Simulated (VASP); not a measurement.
# TiC (Fm-3m) in VASP: a series of runs

TiC is run at these levels: PBE; tasks: single point.

All numbers are computed with VASP 6.6.1; they aren't measurements. Logs are shortened: lines on timing, memory, paths and dates and some standing lists are left out, and cuts for length are marked.

## 1. The cell of the first run

Symmetry: Fm-3m, No. 225, cubic system. Conventional cell: a = 4.333 Å, b = 4.333 Å, c = 4.333 Å, α = 90.00°, β = 90.00°, γ = 90.00°. Ti (site symmetry m-3m) has 6 C at 2.17 Å within 2.9 Å. C (site symmetry m-3m) has 6 Ti at 2.17 Å within 2.9 Å.

## 2. Single point, PBE

Contents of INCAR:

```
SYSTEM = TiC
PREC     = Accurate       ! precision mode
ENCUT    = 520            ! plane-wave cutoff, eV
EDIFF    = 1E-6           ! SCF threshold, eV
ISMEAR   = 0              ! smearing method
SIGMA    = 0.1            ! smearing width, eV
LREAL    = .False.        ! projectors in reciprocal space
LASPH    = .True.         ! aspherical terms in the spheres
NELM     = 80             ! most SCF steps
ALGO     = Normal         ! electronic algorithm
ISIF     = 2              ! what is computed and relaxed
LWAVE    = .False.        ! write WAVECAR
LCHARG   = .False.        ! write CHGCAR
GGA      = PE             ! functional
NBANDS   = 15             ! bands
```

Contents of KPOINTS:

```
Automatic mesh
0
Gamma
  16 16 16
  0 0 0
```

Contents of POSCAR:

```
TiC
1.0
    0.0000000000      2.1664107359      2.1664107359
    2.1664107359      0.0000000000      2.1664107359
    2.1664107359      2.1664107359      0.0000000000
Ti C
1 1
Direct
    0.0000000000      0.0000000000      0.0000000000
    0.5000000000      0.5000000000      0.5000000000
```

Potentials or basis: VASP PAW PBE potentials, release 64 (Ti_sv, C).

On the command line:

```console
$ cat potpaw_PBE.64/Ti_sv/POTCAR potpaw_PBE.64/C/POTCAR > POTCAR
$ mpirun -np 1 vasp_std > vasp.out
```

OUTCAR:

```text
SYSTEM = TiC
   PREC = Accurate
   ENCUT = 520
   EDIFF = 1E-6
   ISMEAR = 0
   LREAL = .False.
   LASPH = .True.
   NELM = 80
   ISIF = 2
   GGA = PE

 ion  position               nearest neighbor table
   1  0.000  0.000  0.000-   2 2.17   2 2.17   2 2.17   2 2.17   2 2.17   2 2.17
   2  0.500  0.500  0.500-   1 2.17   1 2.17   1 2.17   1 2.17   1 2.17   1 2.17

  LATTYP: Found a face centered cubic cell.
 ALAT       =     4.3328214718

  Lattice vectors:

 A1 = (   0.0000000000,   2.1664107359,   2.1664107359)
 A2 = (   2.1664107359,   0.0000000000,   2.1664107359)
 A3 = (   2.1664107359,   2.1664107359,   0.0000000000)

Analysis of symmetry for initial positions (statically):
=====================================================================
 Subroutine PRICEL returns:
 Original cell was already a primitive cell.

 Routine SETGRP: Setting up the symmetry group for a
 face centered cubic supercell.

 Subroutine GETGRP returns: Found 48 space group operations
 (whereof 48 operations were pure point group operations)
 out of a pool of 48 trial point group operations.

The static configuration has the point symmetry O_h .

Analysis of symmetry for dynamics (positions and initial velocities):
=====================================================================
 Subroutine PRICEL returns:
 Original cell was already a primitive cell.

 Routine SETGRP: Setting up the symmetry group for a
 face centered cubic supercell.

 Subroutine GETGRP returns: Found 48 space group operations
 (whereof 48 operations were pure point group operations)
 out of a pool of 48 trial point group operations.

The dynamic configuration has the point symmetry O_h .

 Subroutine INISYM returns: Found 48 space group operations
 (whereof 48 operations are pure point group operations),
 and found     1 'primitive' translations

----------------------------------------------------------------------------------------

                                     Primitive cell

  volume of cell :      20.3354

  direct lattice vectors                    reciprocal lattice vectors
     0.000000000  2.166410736  2.166410736    -0.230796493  0.230796493  0.230796493
     2.166410736  0.000000000  2.166410736     0.230796493 -0.230796493  0.230796493
     2.166410736  2.166410736  0.000000000     0.230796493  0.230796493 -0.230796493

  length of vectors
     3.063767444  3.063767444  3.063767444     0.399751252  0.399751252  0.399751252

  position of ions in fractional coordinates (direct lattice)
     0.000000000  0.000000000  0.000000000
     0.500000000  0.500000000  0.500000000

  ion indices of the primitive-cell ions
   primitive index   ion index
                 1           1
                 2           2

----------------------------------------------------------------------------------------

 KPOINTS: Automatic mesh

Automatic generation of k-mesh.
 Grid dimensions read from file:
 generate k-points for:   16   16   16

 Generating k-lattice:

  Cartesian coordinates                     Fractional coordinates (reciprocal lattice)
    -0.014424781  0.014424781  0.014424781     0.062500000  0.000000000  0.000000000
     0.014424781 -0.014424781  0.014424781     0.000000000  0.062500000  0.000000000
     0.014424781  0.014424781 -0.014424781     0.000000000  0.000000000  0.062500000

  Length of vectors
     0.024984453  0.024984453  0.024984453

  Shift w.r.t. Gamma in fractional coordinates (k-lattice)
     0.000000000  0.000000000  0.000000000

 Subroutine IBZKPT returns following result:
 ===========================================

 Found    145 irreducible k-points:

 Following reciprocal coordinates:
            Coordinates               Weight
  0.000000  0.000000  0.000000      1.000000
  0.062500  0.000000  0.000000      8.000000
  0.125000  0.000000  0.000000      8.000000
  0.187500  0.000000  0.000000      8.000000
  0.250000  0.000000  0.000000      8.000000
  0.312500  0.000000  0.000000      8.000000
[... 16 lines left out ...]
 -0.125000  0.062500  0.000000     24.000000
 -0.062500  0.062500  0.000000     12.000000
 [... further k-points ...]
   k-points           NKPTS =    145   k-points in BZ     NKDIM =    145   number of bands    NBANDS=     15
   number of dos      NEDOS =    301   number of ions     NIONS =      2
   total plane-waves  NPLWV =  13824
   dimension x,y,z NGX =    24 NGY =   24 NGZ =   24
   dimension x,y,z NGXF=    48 NGYF=   48 NGZF=   48
   ions per type =               1   1
   NGX,Y,Z   is equivalent  to a cutoff of  13.02, 13.02, 13.02 a.u.
   NGXF,Y,Z  is equivalent  to a cutoff of  26.05, 26.05, 26.05 a.u.
 SYSTEM =  TiC
   PREC   = accura    normal or accurate (medium, high low for compatibility)
   ISTART =      0    job   : 0-new  1-cont  2-samecut
   ICHARG =      2    charge: 1-file 2-atom 10-const
   ISPIN  =      1    spin polarized calculation?
   LNONCOLLINEAR =      F non collinear calculations
   LSORBIT =      F    spin-orbit coupling
   LASPH  =      T    aspherical Exc in radial PAW
   ENCUT  =  520.0 eV  38.22 Ry    6.18 a.u.   5.70  5.70  5.70*2*pi/ulx,y,z
   NELM   =     80;   NELMIN=  2; NELMDL= -5     # of ELM steps
   EDIFF  = 0.1E-05   stopping-criterion for ELM
   LREAL  =      F    real-space projection
   EDIFFG = 0.1E-04   stopping-criterion for IOM
   NSW    =      0    number of steps for IOM
   IBRION =     -1    ionic relax: 0-MD 1-quasi-New 2-CG
   NFREE  =      0    steps in history (QN), initial steepest desc. (CG)
   ISIF   =      2    stress and relaxation
   ISYM   =      2    0-nonsym 1-usesym 2-fastsym
   POTIM  = 0.5000    time-step for ionic-motion
   TEBEG  =    0.0;   TEEND  =   0.0 temperature during run
   PSTRESS=    0.0 pullay stress
   NELECT =      16.0000    total number of electrons
   NUPDOWN=      -1.0000    fix difference up-down
   EMIN   =  10.00;   EMAX   =-10.00  energy-range for DOS
   EFERMI =   0.00;   METHOD = LEGACY
   ISMEAR =     0;   SIGMA  =   0.10  broadening in eV -4-tet -1-fermi 0-gaus
   EFERMI_NEDOS =   21; number of points for ismear=-14 and -15
   IALGO  =     38    algorithm
   IMIX   =      4    mixing-type and parameters
     AMIX     =   0.40;   BMIX     =  1.00
     AMIX_MAG =   1.60;   BMIX_MAG =  1.00
  volume/ion in A,a.u.               =      10.17        68.61
  Fermi-wavevector in a.u.,A,eV,Ry     =   1.511346  2.856031 31.077993  2.284168
  Thomas-Fermi vector in A             =   2.621416
   LORBIT       =      0    0 simple, 1 ext, 2 COOP (PROOUT), +10 PAW based schemes
   GGA     = PE    functional components
   LHFCALC =     F    Hartree Fock is set to
   AEXX    =    0.0000 exact exchange contribution
   IVDW    =     0    specifies the selected vdW correction
   LEPSILON=     F    determine dielectric tensor
   LRPA    =     F    only Hartree local field effects (RPA)
 non-spin polarized calculation
 Gauss-broadening in eV      SIGMA  =   0.10
  energy-cutoff  :      520.00
  volume of cell :       20.34
 maximum number of plane-waves:       568
   NGX = 11   NGY = 11   NGZ = 11

 number of electron      16.0000000 magnetization

 Free energy of the ion-electron system (eV)
  ---------------------------------------------------
  ext. energy  EPLUGINS =         0.00000000
  ---------------------------------------------------
  free energy    TOTEN  =       -18.70952660 eV

  energy without entropy =      -18.70749043  energy(sigma->0) =      -18.70850851

 E-fermi :   9.3955     XC(G=0): -12.6929

 val. band max:        9.3766675662   @ k =  -0.0625   0.0625   0.0000
 cond. band min:       9.3978963914   @ k =   0.1250   0.1250   0.0000
 fundamental gap:      0.0212288252
 Fermi energy:         9.3954726717

 k-point     1 :       0.0000    0.0000    0.0000
  band No.  band energies     occupation
      1     -47.1904      2.00000
      2     -23.2150      2.00000
      3     -23.2150      2.00000
      4     -23.2150      2.00000
      5      -2.9914      2.00000
      6      10.0944      0.00000
      7      10.0944      0.00000
      8      10.0944      0.00000
      9      11.0770      0.00000
     10      11.0770      0.00000
     11      11.0770      0.00000
     12      11.1120      0.00000
     13      11.1120      0.00000
     14      19.8692      0.00000
     15      23.4295      0.00000

 k-point     2 :       0.0625    0.0000    0.0000
  band No.  band energies     occupation
      1     -47.1877      2.00000
      2     -23.2345      2.00000
      3     -23.2168      2.00000
      4     -23.2168      2.00000
      5      -2.9030      2.00000
      6       9.6505      0.00031
      7       9.8859      0.00000
      8       9.8859      0.00000
      9      10.4272      0.00000
     10      10.4272      0.00000
     11      11.3159      0.00000
     12      12.0991      0.00000
     13      12.0991      0.00000
     14      20.0301      0.00000
     15      23.4650      0.00000

 k-point     3 :       0.1250    0.0000    0.0000
  band No.  band energies     occupation
      1     -47.1799      2.00000
      2     -23.2898      2.00000
      3     -23.2221      2.00000
      4     -23.2221      2.00000
      5      -2.6435      2.00000
      6       8.7737      2.00000
      7       9.1178      1.99991
      8       9.1178      1.99991
      9      10.5090      0.00000
     10      10.5090      0.00000
     11      11.6440      0.00000
     12      13.1596      0.00000
     13      13.1596      0.00000
     14      20.4201      0.00000
     15      23.4838      0.00000

 k-point     4 :       0.1875    0.0000    0.0000
  band No.  band energies     occupation
      1     -47.1682      2.00000
      2     -23.3716      2.00000
      3     -23.2299      2.00000
      4     -23.2299      2.00000
      5      -2.2289      2.00000
      6       7.7454      2.00000
      7       8.3586      2.00000
      8       8.3586      2.00000
      9      10.7919      0.00000
     10      10.7919      0.00000
     11      11.9308      0.00000
     12      14.2198      0.00000
     13      14.2198      0.00000
     14      20.7283      0.00000
     15      23.4611      0.00000
[... 307 lines left out ...]
 k-point    22 :      -0.1875    0.0625    0.0000
  band No.  band energies     occupation
      1     -47.1617      2.00000
      2     -23.4058      2.00000
      3     -23.2522      2.00000
      4     -23.2263      2.00000
      5      -1.9974      2.00000
      6       7.2790      2.00000
      7       7.9306      2.00000
      8       8.1950      2.00000
      9      10.7121      0.00000
     10      11.1999      0.00000
     11      12.1940      0.00000
     12      13.9742      0.00000
     13      15.1462      0.00000
     14      20.8609      0.00000
     15      23.4512      0.00000

 k-point    23 :      -0.1250    0.0625    0.0000
  band No.  band energies     occupation
      1     -47.1741      2.00000
      2     -23.3219      2.00000
      3     -23.2403      2.00000
      4     -23.2195      2.00000
      5      -2.4501      2.00000
      6       8.2835      2.00000
      7       8.6061      2.00000
      8       8.8176      2.00000
      9      10.4008      0.00000
     10      10.9471      0.00000
     11      11.9542      0.00000
     12      13.0076      0.00000
     13      14.1249      0.00000
     14      20.6824      0.00000
     15      23.4644      0.00000

 k-point    24 :      -0.0625    0.0625    0.0000
  band No.  band energies     occupation
      1     -47.1832      2.00000
      2     -23.2614      2.00000
      3     -23.2279      2.00000
      4     -23.2162      2.00000
      5      -2.7585      2.00000
      6       9.1838      1.99724
      7       9.3694      1.28724
      8       9.3767      1.20972
      9      10.2049      0.00000
     10      10.7789      0.00000
     11      11.6660      0.00000
     12      12.2216      0.00000
     13      13.0829      0.00000
     14      20.2771      0.00000
     15      23.4977      0.00000

 [... further k-points ...]
[... 5 lines left out ...]
  --------------------------------------------------------------------------------------
  -------------------------------------------------------------------------------------
  Total        0.0273233      0.0273233      0.0273233      0.0000000      0.0000000      0.0000000
  in kB        2.1527384      2.1527384      2.1527384      0.0000000      0.0000000      0.0000000
  external PRESSURE =       2.1527384 kB  Pullay stress =       0.0000000 kB

 VOLUME and BASIS-vectors are now :
 -----------------------------------------------------------------------------
  energy-cutoff  :      520.00
  volume of cell :       20.34
      direct lattice vectors                 reciprocal lattice vectors
     0.000000000  2.166410736  2.166410736    -0.230796493  0.230796493  0.230796493
     2.166410736  0.000000000  2.166410736     0.230796493 -0.230796493  0.230796493
     2.166410736  2.166410736  0.000000000     0.230796493  0.230796493 -0.230796493

 POSITION                                       TOTAL-FORCE (eV/Angst)
 -----------------------------------------------------------------------------------
      0.00000      0.00000      0.00000         0.000000      0.000000      0.000000
      2.16641      2.16641      2.16641         0.000000      0.000000      0.000000
 -----------------------------------------------------------------------------------
    total drift:                                0.000000     -0.000000     -0.000000

  FREE ENERGIE OF THE ION-ELECTRON SYSTEM (eV)
  ---------------------------------------------------
  free  energy   TOTEN  =       -18.7095265959 eV

  energy  without entropy=      -18.7074904310  energy(sigma->0) =      -18.70850851
```

Wall time 41 s (1 thread of Intel Xeon Platinum 8259CL at 2.50GHz (Skylake/Cascade Lake), shared host); peak memory 0.17 GiB.

Results:

| Item | Value |
| --- | --- |
| Free energy | -18.7095 eV |
| Pressure | 0.2 GPa |
| Band gap on the k mesh | zero (band 8 reaches 10.09 eV, above the bottom of band 9 at 9.00 eV) |

## 3. Single point, PBE (volume scaled by 0.88)

Contents of INCAR:

```
SYSTEM = TiC
PREC = Accurate ; ENCUT = 520
EDIFF = 1E-6 ; ISMEAR = 0
SIGMA = 0.1 ; LREAL = .FALSE.
LASPH = .TRUE. ; NELM = 60
ALGO = Normal ; ISIF = 2
LWAVE = .FALSE. ; LCHARG = .FALSE.
GGA = PE ; NBANDS = 15
```

Contents of KPOINTS:

```
Automatic mesh
0
G
  16 16 16
  0 0 0
```

Contents of POSCAR:

```
TiC
1.0
    0.0000000000      2.0760366838      2.0760366838
    2.0760366838      0.0000000000      2.0760366838
    2.0760366838      2.0760366838      0.0000000000
Ti C
1 1
Direct
    0.0000000000      0.0000000000      0.0000000000
    0.5000000000      0.5000000000      0.5000000000
```

Potentials or basis: VASP PAW PBE potentials, release 64 (Ti_sv, C).

On the command line:

```console
$ cat potpaw_PBE.64/Ti_sv/POTCAR potpaw_PBE.64/C/POTCAR > POTCAR
$ mpirun -np 1 vasp_std > vasp.out
```

Wall time 30 s (1 thread of Intel Xeon Platinum 8488C (Sapphire Rapids), shared host); peak memory 0.17 GiB.

Results (log left out):

```
Free energy            : -18.4225 eV
Pressure               : 41.4 GPa
Band gap on the k mesh : zero (band 8 reaches 11.70 eV, above the bottom of band 9 at 10.54 eV)
```

Levels at points of the mesh, in eV from the Fermi level:
| k point | band 6 | band 7 | band 8 | band 9 | band 10 | band 11 |
| --- | --- | --- | --- | --- | --- | --- |
| (0.00, 0.00, 0.00) | 0.73 | 0.73 | 0.73 | 1.85 | 1.85 | 1.85 |
| (0.50, 0.00, 0.00) | -6.44 | -3.33 | -3.33 | 3.45 | 3.45 | 4.87 |
| (0.50, 0.50, 0.00) | -3.47 | -2.03 | 0.10 | 0.10 | 3.20 | 4.18 |

[end of part 1 of 2]
